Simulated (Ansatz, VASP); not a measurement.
## Sn: VASP beside Ansatz

INCAR

```
PREC = Accurate
ENCUT = 520
EDIFF = 1E-6
ISMEAR = 0
SIGMA = 0.1
LREAL = F
LASPH = T
NELM = 60
ALGO = Normal
ISIF = 2
LWAVE = F
LCHARG = F
GGA = PE
NBANDS = 51
```

The input KPOINTS:

```
Automatic mesh
0
Gamma
  3 3 4
```

File POSCAR:

```
Sn
1.0
    6.2482436500      0.0000000000      0.0000000000
   -3.1241218200      5.4111377300      0.0000000000
    0.0000000000      0.0000000000      4.9462961600
Sn
6
Direct
    0.0000000000      0.0000000000      0.0000000000
    0.5000000000      0.0000000000      0.5000000000
    0.5000000000      0.5000000000      0.5000000000
    0.0000000000      0.5000000000      0.5000000000
    0.3333333300      0.6666666700      0.0000000000
    0.6666666700      0.3333333300      0.0000000000
```

Input for Ansatz:

```yaml
crystal:
  lattice:
    - [6.24824365, 0.0, 0.0]
    - [-3.12412182, 5.41113773, 0.0]
    - [0.0, 0.0, 4.94629616]
  atoms:
    - { symbol: Sn, position: [0.0, 0.0, 0.0] }
    - { symbol: Sn, position: [0.5, 0.0, 0.5] }
    - { symbol: Sn, position: [0.5, 0.5, 0.5] }
    - { symbol: Sn, position: [0.0, 0.5, 0.5] }
    - { symbol: Sn, position: [0.33333333, 0.66666667, 0.0] }
    - { symbol: Sn, position: [0.66666667, 0.33333333, 0.0] }
basis:
  ecutwfc: 420
kpoints:
  mp_grid: { grid: [3, 3, 4] }
hamiltonian:
  xc: pbe
scf:
  occupations: { method: gaussian, width: 0.1 }
  lower_state_search: "off"
output:
  forces: true
  stress: true
  eigenvalues: true
```

Alike in both runs: task single point; functional PBE; k mesh 3 × 3 × 4; occupations gaussian, width 0.1 eV; no spin polarisation.

```csv
,VASP,Ansatz
version,VASP 6.6.1,Ansatz 0.2.0
potentials or method,"VASP PAW PBE potentials, release 64 (Sn_d), cutoff 520 eV","scalar-relativistic, plane waves, PAW"
valence electrons in the cell,84,84
```

|  | VASP | Ansatz | Ansatz less VASP |
| --- | --- | --- | --- |
| gap on the k mesh at the Fermi level (eV) | none | none | - |
| pressure (GPa) | 5.7 | 5.8 | +0.07 |
| traceless stress, the component that is largest in VASP (GPa) | 5.86 | 5.86 | 0.000 |

A gap of «none» marks a metal or a gap that the smearing closes. With one functional, cell and mesh, what is left measures potentials, basis and numerics.

The k mesh is coarse, so the values compare programs but aren't converged.
